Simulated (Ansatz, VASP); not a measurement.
**One calculation of W, two programs**

INCAR

```
PREC = Accurate ; ENCUT = 520
EDIFF = 1E-7 ; ISMEAR = -1
SIGMA = 0.05 ; LREAL = False
LASPH = True ; NELM = 60
ALGO = Normal ; ISIF = 2
LWAVE = False ; LCHARG = False
LDIPOL = True ; IDIPOL = 3
DIPOL = 0.5 0.5 0.500 ; GGA = PE
NBANDS = 43
```

Contents of KPOINTS:

```
regular mesh
0
Gamma
  10 10 1
```

POSCAR

```
W
1.0
    2.7666047549      0.0000000000      0.0000000000
   -0.9222015850      2.6083799774      0.0000000000
    0.0000000000      0.0000000000     24.0356932927
W
5
Direct
    0.5000000000      0.5000000000      0.3120359338
    0.0000000000      0.0000000000      0.4060179669
    0.5000000000      0.5000000000      0.5000000000
    0.0000000000      0.0000000000      0.5939820331
    0.5000000000      0.5000000000      0.6879640662
```

The input input.yaml:

```yaml
crystal:
  lattice:
    - [2.7666047549, 0.0, 0.0]
    - [-0.922201585, 2.6083799774, 0.0]
    - [0.0, 0.0, 24.0356932927]
  atoms:
    - { symbol: W, position: [0.5, 0.5, 0.3120359338] }
    - { symbol: W, position: [0.0, 0.0, 0.4060179669] }
    - { symbol: W, position: [0.5, 0.5, 0.5] }
    - { symbol: W, position: [0.0, 0.0, 0.5939820331] }
    - { symbol: W, position: [0.5, 0.5, 0.6879640662] }
hamiltonian:
  xc: pbe
  pseudopotentials: { kind: paw }
kpoints:
  mp_grid: { grid: [10, 10, 1] }
scf:
  occupations: { method: fermi_dirac, width: 0.05 }
output:
  forces: true
  eigenvalues: true
  write_density: true
  write_potential: true
  elf: true
  volumetric_format: npy
efield:
  axis: 3
  dipole_correction: true
  ramp_width: 0.04
```

Alike in both runs: task single point; functional PBE; k mesh 10 × 10 × 1; occupations fermi-dirac, width 0.05 eV; no spin polarisation.

|  | VASP | Ansatz |
| --- | --- | --- |
| version | VASP 6.6.1 | Ansatz 0.2.0 |
| potentials or method | VASP PAW PBE potentials, release 64 (W_sv) | Ansatz PAW |
| plane-wave cutoff (eV) | 520 | 420 |
| valence electrons in the cell | 70 | 70 |

```csv
,VASP,Ansatz,Ansatz less VASP
gap on the k mesh at the Fermi level (eV),none,none,-
rms of the force components (eV/Å),0.380,0.385,+0.0044
```

Atom by atom the forces differ by 0.008 eV/Å (rms over components). A gap of «none» marks a metal or a gap that the smearing closes. The functional is the same, so the differences come from potentials, cutoffs and numerics.

Neither program's run includes spin-orbit coupling.
